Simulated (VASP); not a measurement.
A run of VASP 6.6.1 is set up as follows.

File INCAR:

```
ALGO = Normal ; DIPOL = 0.5 0.5 0.500
EDIFF = 1E-7 ; ENCUT = 520
GGA = PE ; IDIPOL = 3
ISIF = 2 ; ISMEAR = 1
LASPH = True ; LCHARG = True
LDIPOL = True ; LELF = True
LREAL = False ; LVACPOTAV = True
LVHAR = True ; LWAVE = False
NBANDS = 72 ; NELM = 80
PREC = Accurate ; SIGMA = 0.1
```

KPOINTS

```
k-points
0
Gamma
  8 11 1
```

Contents of POSCAR:

```
Ag
1.0
    4.1494387630      0.0000000000      0.0000000000
    0.0000000000      2.9340962870      0.0000000000
    0.0000000000      0.0000000000     30.6704814370
Ag
11
Direct
    0.0000000000      0.0000000000      0.2638324143
    0.5000000000      0.5000000000      0.3076835910
    0.0000000000      0.0000000000      0.3568727175
    0.5000000000      0.5000000000      0.4042954905
    0.0000000000      0.0000000000      0.4522789631
    0.5000000000      0.5000000000      0.5000000008
    0.0000000000      0.0000000000      0.5477210362
    0.5000000000      0.5000000000      0.5957045094
    0.0000000000      0.0000000000      0.6431272814
    0.5000000000      0.5000000000      0.6923164093
    0.0000000000      0.0000000000      0.7361675866
```

Potentials or basis: VASP PAW PBE potentials, release 64 (Ag).

The run is started by

```sh
$ cat potpaw_PBE.64/Ag/POTCAR > POTCAR
$ mpirun -np 1 vasp_std > vasp.out
```

**Question.** Predict the largest force.

**Answer.** 0.010 eV/Å.

**Question.** What does it give for the band gap on the k mesh?

**Answer.** Zero (an odd number of electrons rules out a gap without spin polarisation).

Forces on the atoms (eV/Å):
```
Ag   0.000  0.000  0.010
Ag   0.000  0.000 -0.001
Ag   0.000  0.000  0.000
Ag   0.000  0.000 -0.003
Ag   0.000  0.000  0.006
Ag   0.000  0.000  0.000
Ag   0.000  0.000 -0.006
Ag   0.000  0.000  0.003
Ag   0.000  0.000  0.000
Ag   0.000  0.000  0.001
Ag   0.000  0.000 -0.010
```
